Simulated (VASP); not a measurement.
# Hf3S5 (Pmmm) in VASP: relaxation of cell and atoms with PBE

Aim: the relaxation of cell and atoms of Hf3S5 with PBE.

Program: VASP 6.6.1. These are calculated values, not measurements. Logs are shortened: lines on timing, memory, paths and dates and some standing lists are left out, and cuts for length are marked.

## (1) The cell of the first run

It takes space group Pmmm (No. 47, orthorhombic). Conventional cell: a = 4.429 Å, b = 4.557 Å, c = 9.178 Å, α = 90.00°, β = 90.00°, γ = 90.00°. Hf (site symmetry mm2) has 10 S at 3.09 to 3.33 Å and 2 Hf at 3.29 Å within 4.1 Å. Within 4.2 Å of Hf (site symmetry mmm) lie 8 S at 3.18 Å and 4 Hf at 3.29 Å. Within 4.1 Å of S (site symmetry mmm) lie 4 S at 3.14 Å and 8 Hf at 3.18 to 3.33 Å. S (site symmetry mmm) has 4 Hf at 3.14 Å and 8 S at 3.18 to 3.24 Å within 4.1 Å. S (site symmetry mmm) has 4 Hf at 3.09 Å and 8 S at 3.18 to 3.28 Å within 4.1 Å. S (site symmetry mm2) has 6 S at 3.14 to 3.28 Å and 6 Hf at 3.18 Å within 4.1 Å.

The cell was generated, and may not be a known phase.

## (2) Relaxation of cell and atoms, PBE

File INCAR:

```
SYSTEM = Hf3S5
ALGO = Normal
EDIFF = 1E-6
EDIFFG = -0.08
ENCUT = 600
GGA = PE
IBRION = 2
ISIF = 3
ISMEAR = 0
LASPH = .True.
LCHARG = .False.
LREAL = .False.
LWAVE = .False.
NELM = 80
NSW = 36
PREC = Accurate
SIGMA = 0.2
```

File KPOINTS:

```
k-points
0
Gamma
  4 4 2
  0 0 0
```

File POSCAR:

```
Hf3S5
1.0
    4.4292337800      0.0000000000      0.0000000000
    0.0000000000      4.5574495400      0.0000000000
    0.0000000000      0.0000000000      9.1778145100
Hf S
3 5
Direct
    0.0000000000      0.5000000000      0.7650652400
    0.0000000000      0.5000000000      0.2349347600
    0.5000000000      0.5000000000      0.5000000000
    0.0000000000      0.0000000000      0.5000000000
    0.0000000000      0.0000000000      0.0000000000
    0.5000000000      0.5000000000      0.0000000000
    0.5000000000      0.0000000000      0.7422336900
    0.5000000000      0.0000000000      0.2577663100
```

Potentials or basis: VASP PAW PBE potentials, release 64 (Hf_pv, S).

Launch:

```sh
$ cat potpaw_PBE.64/Hf_pv/POTCAR potpaw_PBE.64/S/POTCAR > POTCAR
$ mpirun -np 1 vasp_std > vasp.out
```

OUTCAR:

```text
SYSTEM = Hf3S5
   EDIFF = 1E-6
   EDIFFG = -0.08
   ENCUT = 600
   GGA = PE
   IBRION = 2
   ISIF = 3
   ISMEAR = 0
   LASPH = .True.
   LREAL = .False.
   NELM = 80
   NSW = 36
   PREC = Accurate

 ion  position               nearest neighbor table
   1  0.000  0.500  0.765-   6 3.09   6 3.09   5 3.14   5 3.14   7 3.18   7 3.18   7 3.18   7 3.18
                             3 3.29   3 3.29   4 3.33   4 3.33
   2  0.000  0.500  0.235-   6 3.09   6 3.09   5 3.14   5 3.14   8 3.18   8 3.18   8 3.18   8 3.18
                             3 3.29   3 3.29   4 3.33   4 3.33
   3  0.500  0.500  0.500-   4 3.18   4 3.18   4 3.18   4 3.18   7 3.18   8 3.18   8 3.18   7 3.18
                             1 3.29   2 3.29   1 3.29   2 3.29
   4  0.000  0.000  0.500-   3 3.18   3 3.18   3 3.18   3 3.18   2 3.33   2 3.33   1 3.33   1 3.33

   5  0.000  0.000  0.000-   1 3.14   2 3.14   1 3.14   2 3.14
   6  0.500  0.500  0.000-   1 3.09   2 3.09   1 3.09   2 3.09
   7  0.500  0.000  0.742-   3 3.18   3 3.18   1 3.18   1 3.18   1 3.18   1 3.18
   8  0.500  0.000  0.258-   3 3.18   3 3.18   2 3.18   2 3.18   2 3.18   2 3.18

  LATTYP: Found a simple orthorhombic cell.
 ALAT       =     4.4292337800
 B/A-ratio  =     1.0289476163
 C/A-ratio  =     2.0720998181

  Lattice vectors:

 A1 = (   4.4292337800,   0.0000000000,   0.0000000000)
 A2 = (   0.0000000000,   4.5574495400,   0.0000000000)
 A3 = (   0.0000000000,   0.0000000000,   9.1778145100)

Analysis of symmetry for initial positions (statically):
=====================================================================
 Subroutine PRICEL returns:
 Original cell was already a primitive cell.

 Routine SETGRP: Setting up the symmetry group for a
 simple orthorhombic supercell.

 Subroutine GETGRP returns: Found  8 space group operations
 (whereof  8 operations were pure point group operations)
 out of a pool of  8 trial point group operations.

The static configuration has the point symmetry D_2h.

Analysis of symmetry for dynamics (positions and initial velocities):
=====================================================================
 Subroutine PRICEL returns:
 Original cell was already a primitive cell.

 Routine SETGRP: Setting up the symmetry group for a
 simple orthorhombic supercell.

 Subroutine GETGRP returns: Found  8 space group operations
 (whereof  8 operations were pure point group operations)
 out of a pool of  8 trial point group operations.

The dynamic configuration has the point symmetry D_2h.

 Subroutine INISYM returns: Found  8 space group operations
 (whereof  8 operations are pure point group operations),
 and found     1 'primitive' translations

----------------------------------------------------------------------------------------

                                     Primitive cell

  volume of cell :     185.2635

  direct lattice vectors                    reciprocal lattice vectors
     4.429233780  0.000000000  0.000000000     0.225772684  0.000000000  0.000000000
     0.000000000  4.557449540  0.000000000     0.000000000  0.219420970  0.000000000
     0.000000000  0.000000000  9.177814510     0.000000000  0.000000000  0.108958402

  length of vectors
     4.429233780  4.557449540  9.177814510     0.225772684  0.219420970  0.108958402

  position of ions in fractional coordinates (direct lattice)
     0.000000000  0.500000000  0.765065240
     0.000000000  0.500000000  0.234934760
     0.500000000  0.500000000  0.500000000
     0.000000000  0.000000000  0.500000000
     0.000000000  0.000000000  0.000000000
     0.500000000  0.500000000  0.000000000
     0.500000000  0.000000000  0.742233690
     0.500000000  0.000000000  0.257766310

  ion indices of the primitive-cell ions
   primitive index   ion index
                 1           1
                 2           2
                 3           3
                 4           4
                 5           5
                 6           6
                 7           7
                 8           8

----------------------------------------------------------------------------------------

 KPOINTS: k-points

Automatic generation of k-mesh.
 Grid dimensions read from file:
 generate k-points for:    4    4    2

 Generating k-lattice:

  Cartesian coordinates                     Fractional coordinates (reciprocal lattice)
     0.056443171  0.000000000  0.000000000     0.250000000  0.000000000  0.000000000
     0.000000000  0.054855243  0.000000000     0.000000000  0.250000000  0.000000000
     0.000000000  0.000000000  0.054479201     0.000000000  0.000000000  0.500000000

  Length of vectors
     0.056443171  0.054855243  0.054479201

  Shift w.r.t. Gamma in fractional coordinates (k-lattice)
     0.000000000  0.000000000  0.000000000

 Subroutine IBZKPT returns following result:
 ===========================================

 Found     18 irreducible k-points:

 Following reciprocal coordinates:
            Coordinates               Weight
  0.000000  0.000000  0.000000      1.000000
  0.250000  0.000000  0.000000      2.000000
  0.500000  0.000000  0.000000      1.000000
  0.000000  0.250000  0.000000      2.000000
  0.250000  0.250000  0.000000      4.000000
  0.500000  0.250000  0.000000      2.000000
[... 10 lines left out ...]
  0.250000  0.500000  0.500000      2.000000
  0.500000  0.500000  0.500000      1.000000
   k-points           NKPTS =     18   k-points in BZ     NKDIM =     18   number of bands    NBANDS=     36
   number of dos      NEDOS =    301   number of ions     NIONS =      8
   total plane-waves  NPLWV = 103680
   dimension x,y,z NGX =    36 NGY =   36 NGZ =   80
   dimension x,y,z NGXF=    72 NGYF=   72 NGZF=  160
   ions per type =               3   5
   NGX,Y,Z   is equivalent  to a cutoff of  13.51, 13.13, 14.49 a.u.
   NGXF,Y,Z  is equivalent  to a cutoff of  27.02, 26.26, 28.98 a.u.
 SYSTEM =  Hf3S5
   PREC   = accura    normal or accurate (medium, high low for compatibility)
   ISTART =      0    job   : 0-new  1-cont  2-samecut
   ICHARG =      2    charge: 1-file 2-atom 10-const
   ISPIN  =      1    spin polarized calculation?
   LNONCOLLINEAR =      F non collinear calculations
   LSORBIT =      F    spin-orbit coupling
   LASPH  =      T    aspherical Exc in radial PAW
   ENCUT  =  600.0 eV  44.10 Ry    6.64 a.u.   8.85  9.10 18.33*2*pi/ulx,y,z
   NELM   =     80;   NELMIN=  2; NELMDL= -5     # of ELM steps
   EDIFF  = 0.1E-05   stopping-criterion for ELM
   LREAL  =      F    real-space projection
   EDIFFG = -.8E-01   stopping-criterion for IOM
   NSW    =     36    number of steps for IOM
   IBRION =      2    ionic relax: 0-MD 1-quasi-New 2-CG
   NFREE  =      1    steps in history (QN), initial steepest desc. (CG)
   ISIF   =      3    stress and relaxation
   ISYM   =      2    0-nonsym 1-usesym 2-fastsym
   POTIM  = 0.5000    time-step for ionic-motion
   TEBEG  =    0.0;   TEEND  =   0.0 temperature during run
   PSTRESS=    0.0 pullay stress
   NELECT =      60.0000    total number of electrons
   NUPDOWN=      -1.0000    fix difference up-down
   EMIN   =  10.00;   EMAX   =-10.00  energy-range for DOS
   EFERMI =   0.00;   METHOD = LEGACY
   ISMEAR =     0;   SIGMA  =   0.20  broadening in eV -4-tet -1-fermi 0-gaus
   EFERMI_NEDOS =   21; number of points for ismear=-14 and -15
   IALGO  =     38    algorithm
   IMIX   =      4    mixing-type and parameters
     AMIX     =   0.40;   BMIX     =  1.00
     AMIX_MAG =   1.60;   BMIX_MAG =  1.00
  volume/ion in A,a.u.               =      23.16       156.28
  Fermi-wavevector in a.u.,A,eV,Ry     =   1.124248  2.124520 17.196850  1.263933
  Thomas-Fermi vector in A             =   2.260918
   LORBIT       =      0    0 simple, 1 ext, 2 COOP (PROOUT), +10 PAW based schemes
   GGA     = PE    functional components
   LHFCALC =     F    Hartree Fock is set to
   AEXX    =    0.0000 exact exchange contribution
   IVDW    =     0    specifies the selected vdW correction
   LEPSILON=     F    determine dielectric tensor
   LRPA    =     F    only Hartree local field effects (RPA)
 conjugate gradient relaxation of ions
 non-spin polarized calculation
 Gauss-broadening in eV      SIGMA  =   0.20
  energy-cutoff  :      600.00
  volume of cell :      185.26
 maximum number of plane-waves:      6216
 NGX is ok and might be reduce to    36
   NGX = 17   NGY = 19   NGZ = 37

--------------------------------------- Ionic step        1  -------------------------------------------

 number of electron      60.0000002 magnetization

 Free energy of the ion-electron system (eV)
  ---------------------------------------------------
  ext. energy  EPLUGINS =         0.00000000
  ---------------------------------------------------
  free energy    TOTEN  =       -49.42449737 eV

  energy without entropy =      -49.28290077  energy(sigma->0) =      -49.35369907

 E-fermi :   4.4202     XC(G=0): -10.0497

 val. band max:        4.4180882648   @ k =   0.5000   0.2500   0.5000
 cond. band min:       4.4303786372   @ k =   0.2500   0.0000   0.5000
 fundamental gap:      0.0122903724
 Fermi energy:         4.4202305351

 k-point     1 :       0.0000    0.0000    0.0000
  band No.  band energies     occupation
      1     -28.3812      2.00000
      2     -28.3802      2.00000
      3     -28.2464      2.00000
      4     -28.2411      2.00000
      5     -28.1961      2.00000
      6     -28.1959      2.00000
[... 810 lines left out ...]
  FREE ENERGIE OF THE ION-ELECTRON SYSTEM (eV)
  ---------------------------------------------------
  free  energy   TOTEN  =       -54.9719327806 eV

  energy  without entropy=      -54.8775760618  energy(sigma->0) =      -54.92475442

[... ionic steps 4 to 9 ...]

--------------------------------------- Ionic step       10  -------------------------------------------

 number of electron      60.0000002 magnetization

------------------------ aborting loop because EDIFF is reached ----------------------------------------

  FORCE on cell =-STRESS in cart. coord.  units (eV):
  Direction    XX          YY          ZZ          XY          YZ          ZX
  --------------------------------------------------------------------------------------
  -------------------------------------------------------------------------------------
  Total       -0.0309257     -0.3106009      0.5105457      0.0000000      0.0000000      0.0000000
  in kB       -0.3712839     -3.7289707      6.1294415      0.0000000      0.0000000      0.0000000
  external PRESSURE =       0.6763957 kB  Pullay stress =       0.0000000 kB
[... 69 lines left out ...]
  energy  without entropy=      -57.2656743086  energy(sigma->0) =      -57.31132013

--------------------------------------- Ionic step       12  -------------------------------------------

 number of electron      60.0000002 magnetization

 Free energy of the ion-electron system (eV)
  ---------------------------------------------------
  ext. energy  EPLUGINS =         0.00000000
  ---------------------------------------------------
  free energy    TOTEN  =       -57.35911515 eV

  energy without entropy =      -57.26723337  energy(sigma->0) =      -57.31317426

 E-fermi :   8.1141     XC(G=0): -11.5420

 val. band max:        8.1061897703   @ k =   0.2500   0.5000   0.0000
 cond. band min:       8.1224020404   @ k =   0.5000   0.2500   0.5000
 fundamental gap:      0.0162122700
 Fermi energy:         8.1141483113

 k-point     1 :       0.0000    0.0000    0.0000
  band No.  band energies     occupation
      1     -24.0019      2.00000
      2     -23.9723      2.00000
      3     -23.9431      2.00000
      4     -23.9365      2.00000
      5     -23.7716      2.00000
      6     -23.7684      2.00000
[... 726 lines left out ...]
  FREE ENERGIE OF THE ION-ELECTRON SYSTEM (eV)
  ---------------------------------------------------
  free  energy   TOTEN  =       -57.3591151508 eV

  energy  without entropy=      -57.2672333672  energy(sigma->0) =      -57.31317426

 reached required accuracy - stopping structural energy minimisation
```

Run time: 21 min. Hardware: 1 thread of Intel Xeon Platinum 8259CL at 2.50GHz (Skylake/Cascade Lake), shared host; peak memory 0.4 GiB.

What came out:

| Property | Result |
| --- | --- |
| Free energy | -57.3591 eV |
| Relaxed volume | 16.71 Å³/atom |
| Relaxed cell | a = 4.351 Å, b = 3.318 Å, c = 9.258 Å, α = 90.00°, β = 90.00°, γ = 90.00° |
| Space group after relaxing (to 0.1 Å) | Pmmm (No. 47) |
| Energy gained by relaxing | 991.8 meV/atom |
| Ionic steps | 12 |
| Pressure after relaxing | -0.1 GPa |
| Largest force after relaxing | 0.058 eV/Å |
| Band gap on the k mesh | zero (bands 30 and 31 overlap by 0.46 eV) |

Forces in eV/Å, atoms in the order of the input:
```
Hf   0.000  0.000  0.058
Hf   0.000  0.000 -0.058
Hf   0.000  0.000  0.000
S    0.000  0.000  0.000
S    0.000  0.000  0.000
S    0.000  0.000  0.000
S    0.000  0.000  0.020
S    0.000  0.000 -0.020
```

Stress tensor (GPa, compression positive):
```
-0.27  0.00  0.00
 0.00 -0.14  0.00
 0.00  0.00  0.19
```

The path:
| step | energy change (eV) | largest force (eV/Å) | pressure (GPa) | volume (Å³) |
| --- | --- | --- | --- | --- |
| 1 | 0.0000 | 1.5252 | -17.18 | 185.26 |
| 2 | -5.5461 | 1.5098 | 9.64 | 125.69 |
| 3 | -5.5474 | 1.5213 | 7.83 | 127.24 |
| 4 | -7.2529 | 0.7013 | 16.59 | 120.24 |
| 5 | -7.3924 | 0.5470 | 13.91 | 121.62 |
| 6 | -7.5452 | 0.7390 | -8.87 | 144.46 |
| 7 | -7.8947 | 0.6264 | -0.33 | 133.32 |
| 8 | -7.8948 | 0.6240 | -0.14 | 133.08 |
| 9 | -7.9232 | 0.3114 | -0.04 | 133.27 |
| 10 | -7.9325 | 0.0851 | 0.07 | 133.45 |
| 11 | -7.9325 | 0.0848 | 0.08 | 133.46 |
| 12 | -7.9346 | 0.0579 | -0.07 | 133.64 |

Final structure:
```
Hf S
1.0
     4.35106    0.00000    0.00000
     0.00000    3.31782    0.00000
     0.00000    0.00000    9.25760
Hf S
3 5
Direct
  0.00000 0.50000 0.78466
  0.00000 0.50000 0.21534
  0.50000 0.50000 0.50000
  0.00000 0.00000 0.50000
  0.00000 0.00000 0.00000
  0.50000 0.50000 0.00000
  0.50000 0.00000 0.71832
  0.50000 0.00000 0.28168
```

Caveat: the volume moved by over 15 % at a fixed basis, so the end points are rough; spin-orbit coupling is left out, which moves the levels of the heavy elements; the relaxation stopped at a loose force limit of 0.08 eV/Å, so its end isn't a converged minimum.
